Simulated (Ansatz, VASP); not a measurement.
# One calculation of ZnSe2, two programs

```xyz
12
Lattice="6.0679 0.0000 0.0000 0.0000 6.0679 0.0000 0.0000 0.0000 6.0679" Properties=species:S:1:pos:R:3 pbc="T T T"
Zn    3.0339    3.0339    0.0000
Zn    3.0339    0.0000    3.0339
Zn    0.0000    3.0339    3.0339
Zn    0.0000    0.0000    0.0000
Se    0.6672    5.4007    2.3667
Se    5.4007    2.3667    0.6672
Se    2.3667    0.6672    5.4007
Se    3.7012    3.7012    3.7012
Se    5.4007    0.6672    3.7012
Se    0.6672    3.7012    5.4007
Se    3.7012    5.4007    0.6672
Se    2.3667    2.3667    2.3667
```

Alike in both runs: task single point; functional PBEsol; k mesh 6 × 6 × 6; occupations gaussian, width 0.05 eV; no spin polarisation.

```csv
,VASP,Ansatz
version,VASP 6.6.1,Ansatz 0.2.0
potentials or method,"VASP PAW PBE potentials, release 64 (Zn, Se), cutoff 520 eV","scalar-relativistic, plane waves, PAW"
valence electrons in the cell,96,176
```

Ansatz gave:

- gap on the k mesh at the Fermi level (eV): 0.67
- least direct gap on the mesh (eV): 0.67
- pressure (GPa): 7.6
- rms of the force components (eV/Å): 0.232

**Question.** What did VASP give for the same quantities?

**Answer.** gap on the k mesh at the Fermi level (eV): 0.68; least direct gap on the mesh (eV): 0.68; pressure (GPa): 8.0; rms of the force components (eV/Å): 0.252.

VASP's potentials were made for PBE, not for PBEsol, and Ansatz warns of the same on its side. Atom by atom the forces differ by 0.020 eV/Å (rms over components). VASP's potentials hold 96 valence electrons a cell and Ansatz's 176, so a difference there can come from the potentials and not from the codes.
